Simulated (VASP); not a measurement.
# HfO2 (Fm-3m) in VASP: further runs, part 2 of 2

VASP 6.6.1. The steps go on from the part before.

**3. Relaxation of cell and atoms, PBE+D3(BJ)**

This run uses another cell than the first one, of 11.04 Å³/atom, 1.015 times its volume.

The input, INCAR:

```
SYSTEM = HfO2
PREC = Accurate
ENCUT = 600
EDIFF = 1E-6
ISMEAR = 0
SIGMA = 0.02
LREAL = .False.
LASPH = .True.
NELM = 100
ALGO = Normal
ISIF = 3
LWAVE = .False.
LCHARG = .False.
GGA = PE
IVDW = 12
IBRION = 2
NSW = 70
EDIFFG = -0.005
```

The input, KPOINTS:

```
Automatic mesh
0
Gamma
  8 8 8
  0 0 0
```

The input, POSCAR:

```
HfO2
1.0
    0.0000000000      2.5488057610      2.5488057610
    2.5488057610      0.0000000000      2.5488057610
    2.5488057610      2.5488057610      0.0000000000
Hf O
1 2
Direct
    0.0000000000      0.0000000000      0.0000000000
    0.2500000000      0.2500000000      0.2500000000
    0.7500000000      0.7500000000      0.7500000000
```

Potentials or basis: VASP PAW PBE potentials, release 64 (Hf_pv, O).

Command:

```sh
$ cat potpaw_PBE.64/Hf_pv/POTCAR potpaw_PBE.64/O/POTCAR > POTCAR
$ mpirun -np 1 vasp_std > vasp.out
```

OUTCAR:

```text
SYSTEM = HfO2
   PREC = Accurate
   ENCUT = 600
   EDIFF = 1E-6
   ISMEAR = 0
   LREAL = .False.
   LASPH = .True.
   NELM = 100
   ISIF = 3
   GGA = PE
   IVDW = 12
   IBRION = 2
   NSW = 70
   EDIFFG = -0.005
 IVDW          = 12

 ion  position               nearest neighbor table
   1  0.000  0.000  0.000-   3 2.21   3 2.21   3 2.21   2 2.21   2 2.21   2 2.21   3 2.21   2 2.21

   2  0.250  0.250  0.250-   1 2.21   1 2.21   1 2.21   1 2.21
   3  0.750  0.750  0.750-   1 2.21   1 2.21   1 2.21   1 2.21

  LATTYP: Found a face centered cubic cell.
 ALAT       =     5.0976115220

  Lattice vectors:

 A1 = (   0.0000000000,   2.5488057610,   2.5488057610)
 A2 = (   2.5488057610,   0.0000000000,   2.5488057610)
 A3 = (   2.5488057610,   2.5488057610,   0.0000000000)

Analysis of symmetry for initial positions (statically):
=====================================================================
 Subroutine PRICEL returns:
 Original cell was already a primitive cell.

 Routine SETGRP: Setting up the symmetry group for a
 face centered cubic supercell.

 Subroutine GETGRP returns: Found 48 space group operations
 (whereof 48 operations were pure point group operations)
 out of a pool of 48 trial point group operations.

The static configuration has the point symmetry O_h .

Analysis of symmetry for dynamics (positions and initial velocities):
=====================================================================
 Subroutine PRICEL returns:
 Original cell was already a primitive cell.

 Routine SETGRP: Setting up the symmetry group for a
 face centered cubic supercell.

 Subroutine GETGRP returns: Found 48 space group operations
 (whereof 48 operations were pure point group operations)
 out of a pool of 48 trial point group operations.

The dynamic configuration has the point symmetry O_h .

 Subroutine INISYM returns: Found 48 space group operations
 (whereof 48 operations are pure point group operations),
 and found     1 'primitive' translations

----------------------------------------------------------------------------------------

                                     Primitive cell
[... 110 lines left out ...]
   IALGO  =     38    algorithm
   IMIX   =      4    mixing-type and parameters
     AMIX     =   0.40;   BMIX     =  1.00
     AMIX_MAG =   1.60;   BMIX_MAG =  1.00
  volume/ion in A,a.u.               =      11.04        74.49
  Fermi-wavevector in a.u.,A,eV,Ry     =   1.428463  2.699404 27.762776  2.040506
  Thomas-Fermi vector in A             =   2.548522
   LORBIT       =      0    0 simple, 1 ext, 2 COOP (PROOUT), +10 PAW based schemes
   GGA     = PE    functional components
   LHFCALC =     F    Hartree Fock is set to
   AEXX    =    0.0000 exact exchange contribution
   IVDW    =    12    specifies the selected vdW correction
   LEPSILON=     F    determine dielectric tensor
   LRPA    =     F    only Hartree local field effects (RPA)
 conjugate gradient relaxation of ions
 non-spin polarized calculation
 Gauss-broadening in eV      SIGMA  =   0.02
  energy-cutoff  :      600.00
  volume of cell :       33.12
 maximum number of plane-waves:      1124
 NGX is ok and might be reduce to    30
   NGX = 15   NGY = 15   NGZ = 15

--------------------------------------- Ionic step        1  -------------------------------------------

 number of electron      21.9999994 magnetization

 Free energy of the ion-electron system (eV)
  ---------------------------------------------------
  ext. energy  EPLUGINS =         0.00000000
  ---------------------------------------------------
  free energy    TOTEN  =       -30.24867077 eV

  energy without entropy =      -30.24867077  energy(sigma->0) =      -30.24867077

------------------------ aborting loop because EDIFF is reached ----------------------------------------

 Edisp (eV)   -0.70640

 E8    (eV) :    -0.3084
[... 73 lines left out ...]
--------------------------------------- Ionic step        3  -------------------------------------------

 number of electron      21.9999999 magnetization

 Free energy of the ion-electron system (eV)
  ---------------------------------------------------
  ext. energy  EPLUGINS =         0.00000000
  ---------------------------------------------------
  free energy    TOTEN  =       -30.24972830 eV

  energy without entropy =      -30.24972830  energy(sigma->0) =      -30.24972830

 E-fermi :   4.5321     XC(G=0): -11.9137

 val. band max:        4.3975206940   @ k =   0.5000   0.5000   0.0000
 cond. band min:       8.2386920600   @ k =   0.5000   0.5000   0.0000
 fundamental gap:      3.8411713661
 Fermi energy:         4.5321488633

 k-point     1 :       0.0000    0.0000    0.0000
  band No.  band energies     occupation
      1     -25.2244      2.00000
      2     -25.2244      2.00000
      3     -25.2244      2.00000
      4     -14.4215      2.00000
      5     -11.3188      2.00000
      6      -1.0313      2.00000
      7      -1.0313      2.00000
      8      -1.0312      2.00000
      9       3.7843      2.00000
     10       3.7843      2.00000
     11       3.7843      2.00000
     12       8.3141      0.00000
     13       8.3141      0.00000
     14      10.3492      0.00000
[... 401 lines left out ...]
      2     -25.4101      2.00000
      3     -25.3068      2.00000
      4     -12.7930      2.00000
      5     -12.2140      2.00000
      6      -0.4977      2.00000
      7      -0.1305      2.00000
      8       0.8297      2.00000
      9       2.1546      2.00000
     10       3.0264      2.00000
     11       3.1389      2.00000
     12       9.0530      0.00000
     13       9.4694      0.00000
     14      11.5266      0.00000
     15      12.6197      0.00000

 [... further k-points ...]

------------------------ aborting loop because EDIFF is reached ----------------------------------------

 Edisp (eV)   -0.72935

 E8    (eV) :    -0.3186
[... 26 lines left out ...]
  FREE ENERGIE OF THE ION-ELECTRON SYSTEM (eV)
  ---------------------------------------------------
  free  energy   TOTEN  =       -30.9790748201 eV

  energy  without entropy=      -30.9790748201  energy(sigma->0) =      -30.97907482

 reached required accuracy - stopping structural energy minimisation
```

OSZICAR:

```text
N       E                     dE             d eps       ncg     rms          rms(c)
[... 26 lines left out ...]
DAV:   1    -0.304624717696E+02   -0.30234E+00   -0.54345E+00   940   0.227E+01    0.763E+00
DAV:   2    -0.302835599977E+02    0.17891E+00   -0.80289E-01   919   0.696E+00    0.236E+00
DAV:   3    -0.302559840763E+02    0.27576E-01   -0.40084E-02  1025   0.178E+00    0.157E+00
DAV:   4    -0.302498165251E+02    0.61676E-02   -0.21590E-02  1080   0.126E+00    0.108E+00
DAV:   5    -0.302498229753E+02   -0.64502E-05   -0.45124E-04   996   0.184E-01    0.971E-01
DAV:   6    -0.302497876021E+02    0.35373E-04   -0.98281E-04  1101   0.189E-01    0.249E-01
DAV:   7    -0.302497275993E+02    0.60003E-04   -0.29674E-04  1003   0.119E-01    0.108E-01
DAV:   8    -0.302497282985E+02   -0.69919E-06   -0.87446E-06  1082   0.234E-02
   3 F= -.30979075E+02 E0= -.30979075E+02  d E =-.240037E-01
```

CONTCAR:

```text
HfO2
   1.00000000000000
     0.0000000000000000    2.5231538633439503    2.5231538633439503
     2.5231538633439503   -0.0000000000000000    2.5231538633439503
     2.5231538633439503    2.5231538633439503    0.0000000000000000
  Hf              O
     1     2
Direct
     0.0000000000000000    0.0000000000000000    0.0000000000000000
     0.2500000000000000    0.2500000000000000    0.2500000000000000
     0.7500000000000000    0.7500000000000000    0.7500000000000000

  0.00000000E+00  0.00000000E+00  0.00000000E+00
  0.00000000E+00  0.00000000E+00  0.00000000E+00
  0.00000000E+00  0.00000000E+00  0.00000000E+00
```

It took 22 s on 1 thread of Intel Xeon 6975P-C (Granite Rapids), shared host; peak memory 0.19 GiB.

Results:

- Free energy: -30.9791 eV
- Relaxed volume: 10.71 Å³/atom
- Relaxed cell: a = 3.568 Å, b = 3.568 Å, c = 3.568 Å, α = 60.00°, β = 60.00°, γ = 60.00°
- Space group after relaxing (to 0.05 Å): Fm-3m (No. 225)
- Energy gained by relaxing: 8.0 meV/atom
- Ionic steps: 3
- Pressure after relaxing: 0.0 GPa
- Band gap on the k mesh: 3.84 eV, direct
- Dispersion energy per atom: -0.243 eV

Step by step:
| step | energy change (eV) | largest force (eV/Å) | pressure (GPa) | volume (Å³) |
| --- | --- | --- | --- | --- |
| 1 | 0.0000 | 0.0000 | -7.47 | 33.12 |
| 2 | 0.0301 | 0.0000 | 12.86 | 30.71 |
| 3 | -0.0240 | 0.0000 | -0.04 | 32.13 |

Final structure:
```
Hf O
1.0
     0.00000    2.52315    2.52315
     2.52315    0.00000    2.52315
     2.52315    2.52315    0.00000
Hf O
1 2
Cartesian
  0.0000 0.0000 0.0000
  1.2616 1.2616 1.2616
  3.7847 3.7847 3.7847
```

Caveat: spin-orbit coupling is left out, which moves the levels of the heavy elements. A k mesh can miss the band edges.
